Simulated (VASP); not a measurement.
Input of a VASP 6.6.1 run:

File INCAR:

```
ALGO = Normal
EDIFF = 1E-7
ENCUT = 520
GGA = PE
ISIF = 2
ISMEAR = 0
LASPH = True
LCHARG = False
LREAL = False
LWAVE = False
NBANDS = 29
NELM = 100
PREC = Accurate
SIGMA = 0.1
```

File KPOINTS:

```
k-points
0
Gamma
  4 4 4
```

File POSCAR:

```
Sc2AlP3
1.0
    4.1911104600      0.0000000000      0.0000000000
    0.0000000000      4.1911104600      0.0000000000
    0.0000000000      0.0000000000      6.1123114500
Sc Al P
2 1 3
Direct
    0.0000000000      0.5000000000      0.7302540000
    0.5000000000      0.0000000000      0.2697460000
    0.0000000000      0.0000000000      0.0000000000
    0.5000000000      0.5000000000      0.8142279200
    0.5000000000      0.5000000000      0.1857720800
    0.5000000000      0.5000000000      0.5000000000
```

Potentials or basis: VASP PAW PBE potentials, release 64 (Sc_sv, Al, P).

Command:

```sh
$ cat potpaw_PBE.64/Sc_sv/POTCAR potpaw_PBE.64/Al/POTCAR potpaw_PBE.64/P/POTCAR > POTCAR
$ mpirun -np 1 vasp_std > vasp.out
```

Q: Estimate the largest force.

A: 6.358 eV/Å.

Q: Predict the band gap on the k mesh.

A: Zero (bands 20 and 21 overlap by 0.55 eV).

Forces in eV/Å, atoms in the order of the input:
```
Sc   0.000  0.000 -3.757
Sc   0.000  0.000  3.757
Al   0.000  0.000  0.000
P    0.000  0.000  6.358
P    0.000  0.000 -6.358
P    0.000  0.000  0.000
```

Caveat: the k points lie up to 0.37 Å⁻¹ apart, too coarse for converged energies and pressures of a metal; forces of over 1 eV/Å act on the atoms, so gaps and moduli don't describe the material at rest.
